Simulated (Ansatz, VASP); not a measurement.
BN: VASP beside Ansatz

```
B N
1.0
     4.42268    0.00000    0.00000
     0.00000    4.42268    0.00000
     0.00000    0.00000    2.47270
B N
4 4
Direct
  0.17428 0.82572 0.50000
  0.32572 0.32572 0.00000
  0.67428 0.67428 0.00000
  0.82572 0.17428 0.50000
  0.81261 0.81261 0.50000
  0.31261 0.68739 0.00000
  0.68739 0.31261 0.00000
  0.18739 0.18739 0.50000
```

Alike in both runs: task single point; functional PBE; k mesh 6 × 6 × 10; occupations gaussian, width 0.05 eV; no spin polarisation.

|  | VASP | Ansatz |
| --- | --- | --- |
| version | VASP 6.6.1 | Ansatz 0.2.0 |
| potentials or method | VASP PAW PBE potentials, release 64 (B, N), cutoff 520 eV | scalar-relativistic, plane waves, PAW |
| valence electrons in the cell | 32 | 32 |

VASP gave:

- gap on the k mesh at the Fermi level (eV): 4.84
- least direct gap on the mesh (eV): 6.00
- pressure (GPa): 13.1
- traceless stress, the component that is largest in VASP (GPa): 19.70
- rms of the force components (eV/Å): 0.120

**Question.** What did Ansatz give for the same quantities?

**Answer.** gap on the k mesh at the Fermi level (eV): 4.85; least direct gap on the mesh (eV): 6.01; pressure (GPa): 12.7; traceless stress, the component that is largest in VASP (GPa): 19.49; rms of the force components (eV/Å): 0.116.

Atom by atom the forces differ by 0.005 eV/Å (rms over components).
